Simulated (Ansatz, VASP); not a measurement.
## Two plane-wave programs on AlNi

Contents of INCAR:

```
PREC     = Accurate       # precision mode
ENCUT    = 520            # plane-wave cutoff, eV
EDIFF    = 1E-7           # SCF threshold, eV
ISMEAR   = 0              # smearing method
SIGMA    = 0.1            # smearing width, eV
LREAL    = F              # projectors in reciprocal space
LASPH    = T              # aspherical terms in the spheres
NELM     = 150            # most SCF steps
ALGO     = Normal         # electronic algorithm
ISIF     = 2              # what is computed and relaxed
LWAVE    = F              # write WAVECAR
LCHARG   = F              # write CHGCAR
ISPIN    = 2              # spin polarisation
MAGMOM   = 0 1            # initial moments
LORBIT   = 11             # projections on sites
LMAXMIX  = 4              # l up to which the mixer works
GGA      = PS             # functional
NBANDS   = 18             # bands
```

File KPOINTS:

```
regular mesh
0
Gamma
  10 10 9
```

Contents of POSCAR:

```
AlNi
1.0
    1.8717884770     -1.8857843559      0.0000000000
    1.8717884770      1.8857843559      0.0000000000
    0.0000000000      0.0000000000      2.9924668019
Al Ni
1 1
Direct
    0.0000000000      0.0000000000      0.0000000000
    0.5000000000      0.5000000000      0.5000000000
```

Input for Ansatz:

```yaml
crystal:
  lattice:
    - [1.8717884769986266, -1.8857843559412775, 0.0]
    - [1.8717884769986266, 1.8857843559412775, 0.0]
    - [0.0, 0.0, 2.9924668019478022]
  atoms:
    - { symbol: Al, position: [0.0, 0.0, 0.0] }
    - { symbol: Ni, position: [0.5, 0.5, 0.5], spin: 1.0 }
basis:
  ecutwfc: 500.0
kpoints:
  mp_grid:
    grid: [10, 10, 9]
hamiltonian:
  xc: pbesol
magnetization:
  spin_polarized: true
scf:
  convergence:
    dr2_threshold: 1.0e-10
  occupations:
    method: gaussian
    width: 0.1
```

Alike in both runs: task single point; functional PBEsol; k mesh 10 × 10 × 9; occupations gaussian, width 0.1 eV; collinear spin.

|  | VASP | Ansatz |
| --- | --- | --- |
| version | VASP 6.6.1 | Ansatz 0.2.0 |
| potentials or method | VASP PAW PBE potentials, release 64 (Al, Ni), cutoff 520 eV | plane waves, PAW |
| valence electrons in the cell | 13 | 21 |

|  | VASP | Ansatz | Ansatz less VASP |
| --- | --- | --- | --- |
| net moment per atom (μB) | 0.00 | 0.00 | 0.000 |

VASP's potentials were made for PBE, not for PBEsol. VASP's potentials hold 13 valence electrons a cell and Ansatz's 21, so a difference there can come from the potentials and not from the codes. Ansatz's warnings: seeded moment not kept.
